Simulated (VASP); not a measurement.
# WC (P1) in VASP: further runs

Runs on WC. Level: PBE+D3(BJ). Tasks: single point.

All numbers are computed with VASP 6.6.1; they aren't measurements. Logs are shortened: lines on timing, memory, paths and dates and some standing lists are left out, and cuts for length are marked.

### 1 The cell of the first run

The typed cell holds 16 atoms: a = 5.803 Å, b = 5.026 Å, c = 5.668 Å, α = 90.00°, β = 90.00°, γ = 90.00°.

### 2 Single point, PBE+D3(BJ)

Input file INCAR:

```
PREC = Accurate
ENCUT = 520
EDIFF = 1E-7
ISMEAR = -1
SIGMA = 0.24
LREAL = Auto
LASPH = True
NELM = 60
ALGO = Normal
ISIF = 2
LWAVE = False
LCHARG = False
GGA = PE
IVDW = 12
NBANDS = 86
```

Input file KPOINTS:

```
regular mesh
0
Gamma
  2 2 2
```

Input file POSCAR:

```
WC
1.0
   -2.9017000000     -5.0258920000      0.0000000000
    4.3525500000     -2.5129460000      0.0000000000
    0.0000000000      0.0000000000      5.6680000000
W C
8 8
Direct
    0.7495742446      0.5015311911     -0.0182427664
    0.7478972435      0.5063177749      0.4994354270
    0.5202001802      0.0374182635     -0.0196012703
    0.4657249799      0.0024340155      0.5012350035
    0.2612330175      0.5077988413     -0.0060338744
    0.2506897634      0.5144401526      0.4713126323
    0.0023803343      0.0051480203     -0.0222124206
   -0.0054934302      0.0051371526      0.4858503881
    0.5209167152      0.6968430075      0.2297635850
    0.5131480560      0.6490681816      0.7472653493
    0.2313769115      0.1891503565      0.2175899788
    0.2581808770      0.1846879303      0.7348976711
   -0.0460685739      0.6698654396      0.2488884968
    0.0199629395      0.6677295979      0.7524700071
    0.7260053559      0.1802965483      0.2500352858
    0.7866400139      0.1621333077      0.7232886380
```

Potentials or basis: VASP PAW PBE potentials, release 64 (W_sv, C).

The run is started by

```bash
$ cat potpaw_PBE.64/W_sv/POTCAR potpaw_PBE.64/C/POTCAR > POTCAR
$ mpirun -np 1 vasp_std > vasp.out
```

OUTCAR:

```text
PREC = Accurate
   ENCUT = 520
   EDIFF = 1E-7
   ISMEAR = -1
   LREAL = Auto
   LASPH = True
   NELM = 60
   ISIF = 2
   GGA = PE
   IVDW = 12
 IVDW          = 12

 ion  position               nearest neighbor table
   1  0.750  0.502  0.982-  10 2.05  13 2.10   9 2.17  14 2.20  15 2.22  16 2.26   3 2.69   2 2.73
                             5 2.84   7 2.89   7 2.93   2 2.93   5 2.97   3 3.00
   2  0.748  0.506  0.499-  13 2.03  10 2.08  16 2.16  15 2.17   9 2.23  14 2.28   1 2.73   8 2.89
                             6 2.89   8 2.90   6 2.92   1 2.93   4 2.98   4 3.02
   3  0.520  0.037  0.980-  15 2.07  12 2.19  16 2.22   9 2.22  11 2.28  10 2.36   1 2.69   4 2.74
                             5 2.80   7 2.80   4 2.97   1 3.00   7 3.01   5 3.06
   4  0.466  0.002  0.501-  12 2.01   9 2.20  15 2.26  10 2.27  11 2.31  16 2.39   8 2.74   3 2.74
                             6 2.76   6 2.86   3 2.97   2 2.98   2 3.02   8 3.07
   5  0.261  0.508  0.994-  11 2.05  14 2.12  10 2.14  12 2.19   9 2.23  13 2.44   6 2.71   3 2.80
                             1 2.84   7 2.92   7 2.94   6 2.96   1 2.97   3 3.06
   6  0.251  0.514  0.471-  11 2.18  14 2.22  12 2.23  13 2.27   9 2.27  10 2.29   5 2.71   4 2.76
                             4 2.86   8 2.88   2 2.89   2 2.92   8 2.96   5 2.96
   7  0.002  0.005  0.978-  16 2.07  11 2.11  14 2.13  12 2.22  13 2.30  15 2.39   8 2.79   3 2.80
                             8 2.88   1 2.89   5 2.92   1 2.93   5 2.94   3 3.01
   8  0.995  0.005  0.486-  16 1.97  13 2.17  15 2.23  11 2.25  12 2.27  14 2.28   4 2.74   7 2.79
                             7 2.88   6 2.88   2 2.89   2 2.90   6 2.96   4 3.07
   9  0.521  0.697  0.230-   1 2.17   4 2.20   3 2.22   5 2.23   2 2.23   6 2.27
  10  0.513  0.649  0.747-   1 2.05   2 2.08   5 2.14   4 2.27   6 2.29   3 2.36
  11  0.231  0.189  0.218-   5 2.05   7 2.11   6 2.18   8 2.25   3 2.28   4 2.31
  12  0.258  0.185  0.735-   4 2.01   5 2.19   3 2.19   7 2.22   6 2.23   8 2.27
  13  0.954  0.670  0.249-   2 2.03   1 2.10   8 2.17   6 2.27   7 2.30   5 2.44
  14  0.020  0.668  0.752-   5 2.12   7 2.13   1 2.20   6 2.22   8 2.28   2 2.28
  15  0.726  0.180  0.250-   3 2.07   2 2.17   1 2.22   8 2.23   4 2.26   7 2.39
  16  0.787  0.162  0.723-   8 1.97   7 2.07   2 2.16   3 2.22   1 2.26   4 2.39

  LATTYP: Found a simple orthorhombic cell.
 ALAT       =     5.0258918712
 B/A-ratio  =     1.1277600365
 C/A-ratio  =     1.1547005581

  Lattice vectors:

 A1 = (   4.3525500000,  -2.5129460000,   0.0000000000)
 A2 = (   0.0000000000,   0.0000000000,   5.6680000000)
 A3 = (  -2.9017000000,  -5.0258920000,   0.0000000000)

Analysis of symmetry for initial positions (statically):
=====================================================================
 Subroutine PRICEL returns:
 Original cell was already a primitive cell.

 Routine SETGRP: Setting up the symmetry group for a
 simple orthorhombic supercell.

 Subroutine GETGRP returns: Found  1 space group operations
 (whereof  1 operations were pure point group operations)
 out of a pool of  8 trial point group operations.

The static configuration has the point symmetry C_1 .

Analysis of symmetry for dynamics (positions and initial velocities):
=====================================================================
 Subroutine PRICEL returns:
 Original cell was already a primitive cell.

 Routine SETGRP: Setting up the symmetry group for a
 simple orthorhombic supercell.

 Subroutine GETGRP returns: Found  1 space group operations
 (whereof  1 operations were pure point group operations)
 out of a pool of  8 trial point group operations.

The dynamic configuration has the point symmetry C_1 .

 Subroutine INISYM returns: Found  1 space group operations
 (whereof  1 operations are pure point group operations),
 and found     1 'primitive' translations

----------------------------------------------------------------------------------------

                                     Primitive cell

  volume of cell :     165.3200

  direct lattice vectors                    reciprocal lattice vectors
    -2.901700000 -5.025892000  0.000000000    -0.086156391 -0.149227242  0.000000000
     4.352550000 -2.512946000  0.000000000     0.172312782 -0.099484828  0.000000000
     0.000000000  0.000000000  5.668000000     0.000000000  0.000000000  0.176429076

  length of vectors
     5.803400149  5.025891871  5.668000000     0.172312778  0.198969661  0.176429076

  position of ions in fractional coordinates (direct lattice)
     0.749574245  0.501531191  0.981757234
[... 40 lines left out ...]
 Grid dimensions read from file:
 generate k-points for:    2    2    2

 Generating k-lattice:

  Cartesian coordinates                     Fractional coordinates (reciprocal lattice)
    -0.043078196 -0.074613621  0.000000000     0.500000000  0.000000000  0.000000000
     0.086156391 -0.049742414  0.000000000     0.000000000  0.500000000  0.000000000
     0.000000000  0.000000000  0.088214538     0.000000000  0.000000000  0.500000000

  Length of vectors
     0.086156389  0.099484830  0.088214538

  Shift w.r.t. Gamma in fractional coordinates (k-lattice)
     0.000000000  0.000000000  0.000000000

 Subroutine IBZKPT returns following result:
 ===========================================

 Found      8 irreducible k-points:

 Following reciprocal coordinates:
            Coordinates               Weight
  0.000000  0.000000  0.000000      1.000000
  0.500000  0.000000  0.000000      1.000000
  0.000000  0.500000  0.000000      1.000000
  0.500000  0.500000  0.000000      1.000000
  0.000000  0.000000  0.500000      1.000000
  0.500000  0.000000  0.500000      1.000000
  0.000000  0.500000  0.500000      1.000000
  0.500000  0.500000  0.500000      1.000000
   k-points           NKPTS =      8   k-points in BZ     NKDIM =      8   number of bands    NBANDS=     86
   number of dos      NEDOS =    301   number of ions     NIONS =     16
   total plane-waves  NPLWV =  80640
   dimension x,y,z NGX =    48 NGY =   40 NGZ =   42
   dimension x,y,z NGXF=    96 NGYF=   80 NGZF=   84
   ions per type =               8   8
   NGX,Y,Z   is equivalent  to a cutoff of  13.75, 13.23, 12.32 a.u.
   NGXF,Y,Z  is equivalent  to a cutoff of  27.50, 26.46, 24.64 a.u.
 SYSTEM =  unknown system
   PREC   = accura    normal or accurate (medium, high low for compatibility)
   ISTART =      0    job   : 0-new  1-cont  2-samecut
   ICHARG =      2    charge: 1-file 2-atom 10-const
   ISPIN  =      1    spin polarized calculation?
   LNONCOLLINEAR =      F non collinear calculations
   LSORBIT =      F    spin-orbit coupling
   LASPH  =      T    aspherical Exc in radial PAW
   ENCUT  =  520.0 eV  38.22 Ry    6.18 a.u.  10.79  9.34 10.54*2*pi/ulx,y,z
   NELM   =     60;   NELMIN=  2; NELMDL= -5     # of ELM steps
   EDIFF  = 0.1E-06   stopping-criterion for ELM
   LREAL  =      T    real-space projection
   EDIFFG = 0.1E-05   stopping-criterion for IOM
   NSW    =      0    number of steps for IOM
   IBRION =     -1    ionic relax: 0-MD 1-quasi-New 2-CG
   NFREE  =      0    steps in history (QN), initial steepest desc. (CG)
   ISIF   =      2    stress and relaxation
   ISYM   =      2    0-nonsym 1-usesym 2-fastsym
   POTIM  = 0.5000    time-step for ionic-motion
   TEBEG  =    0.0;   TEEND  =   0.0 temperature during run
   PSTRESS=    0.0 pullay stress
   NELECT =     144.0000    total number of electrons
   NUPDOWN=      -1.0000    fix difference up-down
   EMIN   =  10.00;   EMAX   =-10.00  energy-range for DOS
   EFERMI =   0.00;   METHOD = LEGACY
   ISMEAR =    -1;   SIGMA  =   0.24  broadening in eV -4-tet -1-fermi 0-gaus
   EFERMI_NEDOS =   21; number of points for ismear=-14 and -15
   IALGO  =     38    algorithm
   IMIX   =      4    mixing-type and parameters
     AMIX     =   0.40;   BMIX     =  1.00
     AMIX_MAG =   1.60;   BMIX_MAG =  1.00
  volume/ion in A,a.u.               =      10.33        69.73
  Fermi-wavevector in a.u.,A,eV,Ry     =   1.563461  2.954514 33.258238  2.444412
  Thomas-Fermi vector in A             =   2.666229
   LORBIT       =      0    0 simple, 1 ext, 2 COOP (PROOUT), +10 PAW based schemes
   GGA     = PE    functional components
   LHFCALC =     F    Hartree Fock is set to
   AEXX    =    0.0000 exact exchange contribution
   IVDW    =    12    specifies the selected vdW correction
   LEPSILON=     F    determine dielectric tensor
   LRPA    =     F    only Hartree local field effects (RPA)
 non-spin polarized calculation
  energy-cutoff  :      520.00
  volume of cell :      165.32
 maximum number of plane-waves:      4472
 NGX is ok and might be reduce to    48
   NGX = 21   NGY = 19   NGZ = 21

 number of electron     144.0000003 magnetization

 Free energy of the ion-electron system (eV)
  ---------------------------------------------------
  ext. energy  EPLUGINS =         0.00000000
  ---------------------------------------------------
  free energy    TOTEN  =      -175.77972369 eV

  energy without entropy =     -175.04026872  energy(sigma->0) =     -175.40999620

 E-fermi :  11.5647     XC(G=0): -13.8072

 val. band max:       11.4376205099   @ k =   0.0000   0.0000   0.5000
 cond. band min:      11.6083614376   @ k =   0.5000   0.0000   0.5000
 fundamental gap:      0.1707409277
 Fermi energy:        11.5646613228

 k-point     1 :       0.0000    0.0000    0.0000
  band No.  band energies     occupation
      1     -62.7911      2.00000
      2     -62.7393      2.00000
      3     -62.7220      2.00000
      4     -62.7117      2.00000
      5     -62.6922      2.00000
      6     -62.6687      2.00000
[... 685 lines left out ...]
     83      15.0227      0.00000
     84      15.2185      0.00000
 [bands above 84 left out]

------------------------ aborting loop because EDIFF is reached ----------------------------------------

 Edisp (eV)   -7.42312

 E8    (eV) :    -3.4038

  FORCE on cell =-STRESS in cart. coord.  units (eV):
  Direction    XX          YY          ZZ          XY          YZ          ZX
  --------------------------------------------------------------------------------------
  -------------------------------------------------------------------------------------
  Total      10.54285     7.92809     9.26144     1.10689    -0.51973     2.75823
  in kB     102.17465    76.83403    89.75605    10.72729    -5.03691    26.73102
  external pressure =       89.59 kB  Pullay stress =        0.00 kB

 VOLUME and BASIS-vectors are now :
 -----------------------------------------------------------------------------
  energy-cutoff  :      520.00
  volume of cell :      165.32
      direct lattice vectors                 reciprocal lattice vectors
    -2.901700000 -5.025892000  0.000000000    -0.086156391 -0.149227242  0.000000000
     4.352550000 -2.512946000  0.000000000     0.172312782 -0.099484828  0.000000000
     0.000000000  0.000000000  5.668000000     0.000000000  0.000000000  0.176429076

 POSITION                                       TOTAL-FORCE (eV/Angst)
 -----------------------------------------------------------------------------------
      0.00790     -5.02760      5.56460         0.108234     -1.763903      1.668313
      0.03360     -5.03120      2.83080        -0.416851      0.432105     -1.742817
     -1.34660     -2.70850      5.55690        -2.140088      4.445346      0.792995
     -1.34080     -2.34680      2.84100        -2.153487     -4.671010     -3.162174
      1.45220     -2.58900      5.63380         1.718082      0.188204     -1.531563
      1.51170     -2.55270      2.67140        -0.199711      0.737867      2.220235
[... 8 lines left out ...]
     -1.32190     -4.10190      1.41720        -0.762032     -1.085644      0.207348
     -1.57690     -4.36100      4.09960         2.766954      2.401482      1.782031
 -----------------------------------------------------------------------------------
    total drift:                               -0.013823      0.006108     -0.010860

  FREE ENERGIE OF THE ION-ELECTRON SYSTEM (eV)
  ---------------------------------------------------
  free  energy   TOTEN  =      -183.2028403166 eV

  energy  without entropy=     -182.4633853499  energy(sigma->0) =     -182.83311283
```

Wall time 2.4 min (1 thread of Intel Xeon 6975P-C (Granite Rapids), shared host); peak memory 0.3 GiB.

What came out:

```yaml
Free_energy: -183.2028 eV
Pressure: 9.0 GPa
Largest_force: 6.038 eV/Å
Band_gap_on_the_k_mesh: zero (bands 72 and 73 overlap by 0.01 eV)
Dispersion_energy_per_atom: -0.464 eV
```

Forces on the atoms (eV/Å):
```
W    0.108 -1.764  1.668
W   -0.417  0.432 -1.743
W   -2.140  4.445  0.793
W   -2.153 -4.671 -3.162
W    1.718  0.188 -1.532
W   -0.200  0.738  2.220
W    0.007 -0.022  2.062
W   -0.579 -0.692 -2.026
C    0.323  2.382  0.530
C    2.643 -0.059 -1.108
C   -1.604 -0.136  1.928
C    0.641  0.852  0.822
C   -0.840 -3.767 -0.979
C    0.488  0.757 -1.463
C   -0.762 -1.086  0.207
C    2.767  2.401  1.782
```

Stress tensor (GPa, compression positive):
```
10.22  1.07  2.67
 1.07  7.68 -0.50
 2.67 -0.50  8.98
```

Caveat: the k points lie up to 0.63 Å⁻¹ apart; spin-orbit coupling is left out, which moves the levels of the heavy elements; forces of over 1 eV/Å act on the atoms, so gaps and moduli don't describe the material at rest.

(Continued in part 2 of 2.)
